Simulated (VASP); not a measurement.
Runs of VASP 6.6.1 on Ag. The structure is that of space group P6_3/mmc (No. 194), or close to it. The cells are those of the table. This isn't the form of Ag at room conditions, which is fcc.

```csv
task,level,cell,cutoff (eV),smearing,gap on the mesh (eV),pressure (GPa),relaxed volume (Å³/atom)
relaxation of cell and atoms,PBEsol,"relaxed from a = 2.930, b = 2.930, c = 4.790 Å, angles 90.0, 90.0, 120.0°, 2 atoms",600,gaussian 0.1 eV,none,0.0,16.67
single point,r2SCAN,"a = 3.031, b = 3.031, c = 4.811 Å, angles 90.0, 90.0, 120.0°, 2 atoms",520,gaussian 0.1 eV,none,-7.6,-
single point,PBEsol,"a = 2.996, b = 2.996, c = 4.466 Å, angles 90.0, 90.0, 120.0°, 2 atoms",520,gaussian 0.1 eV,none,(a),-
single point,PBEsol,"a = 2.880, b = 2.880, c = 4.780 Å, angles 90.0, 90.0, 120.0°, 2 atoms",520,gaussian 0.1 eV,none,(b),-
relaxation of cell and atoms,PBEsol,"relaxed from a = 2.867, b = 2.867, c = 4.691 Å, angles 90.0, 90.0, 120.0°, 2 atoms",600,fermi-dirac 0.15 eV,none,0.0,16.66
relaxation of shape and atoms at fixed volume,PBEsol,"relaxed from a = 2.883, b = 2.883, c = 4.731 Å, angles 90.0, 90.0, 120.0°, 2 atoms",600,fermi-dirac 0.15 eV,none,-2.4,-
```

Alike in all rows: potentials or basis VASP PAW PBE potentials, release 64 (Ag); no spin polarisation; k mesh 18 × 18 × 10.

Question: Estimate the missing entries.

Answer: (a) -3.4; (b) -3.2.

Caveats: the PAW data sets were made with another functional, which shifts forces and pressure a little; the cell stands under tension (at least some runs); the relaxation stopped at its first step, so nothing moved (at least some runs).

A k mesh can miss the band edges, and the runs leave out spin-orbit coupling on Ag.

A gap of «none» marks levels without a gap at the run's occupations.
